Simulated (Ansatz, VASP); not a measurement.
# ScRe3 in VASP and in Ansatz

```
Sc Re
1.0
    -1.94965    1.94965    4.21331
     1.94965   -1.94965    4.21331
     1.94965    1.94965   -4.21331
Sc Re
1 3
Direct
  0.00000 0.00000 0.00000
  0.50000 0.50000 0.00000
  0.25000 0.75000 0.50000
  0.75000 0.25000 0.50000
```

Alike in both runs: functional PBE; k mesh 16 × 16 × 16; occupations gaussian, width 0.1 eV; no spin polarisation.

Ansatz relaxed the structure, and its values are those at the end. VASP's run is a single point on that final structure, the one shown.

```csv
,VASP,Ansatz
version,VASP 6.6.1,Ansatz 0.2.0
potentials or method,"VASP PAW PBE potentials, release 64 (Sc_sv, Re), cutoff 520 eV","scalar-relativistic, plane waves, PAW"
valence electrons in the cell,32,56
```

```csv
,VASP,Ansatz,Ansatz less VASP
gap on the k mesh at the Fermi level (eV),none,none,-
pressure (GPa),-0.1,0.0,+0.13
```

A gap of «none» marks a metal or a gap that the smearing closes. VASP's potentials hold 32 valence electrons a cell and Ansatz's 56, so a difference there can come from the potentials and not from the codes.

Spin-orbit coupling is off throughout.
